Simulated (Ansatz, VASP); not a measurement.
## LiH: VASP beside Ansatz

```xyz
2
Lattice="0.0000 2.1138 2.1951 2.1138 0.0000 2.1951 2.1138 2.1138 0.0000" Properties=species:S:1:pos:R:3 pbc="T T T"
Li    0.0000    0.0000    0.0000
H     2.1138    2.1138    2.1951
```

Change from the starting cell: strain +0.040 along x and y, +0.080 along z, atoms carried along.

Alike in both runs: task single point; functional PBE; k mesh 10 × 10 × 10; occupations gaussian, width 0.05 eV; no spin polarisation.

|  | VASP | Ansatz |
| --- | --- | --- |
| version | VASP 6.6.1 | Ansatz 0.2.0 |
| potentials or method | VASP PAW PBE potentials, release 64 (Li_sv, H), cutoff 520 eV | scalar-relativistic, plane waves, PAW |
| valence electrons in the cell | 4 | 4 |

Ansatz gave:

```
gap on the k mesh at the Fermi level (eV) : 2.73
least direct gap on the mesh (eV)         : 3.00
```

**Question.** Estimate VASP's values.

**Answer.** gap on the k mesh at the Fermi level (eV): 2.72; least direct gap on the mesh (eV): 2.99.

Noted on VASP's run: the cutoff is short for stress, so the pressure is rough.
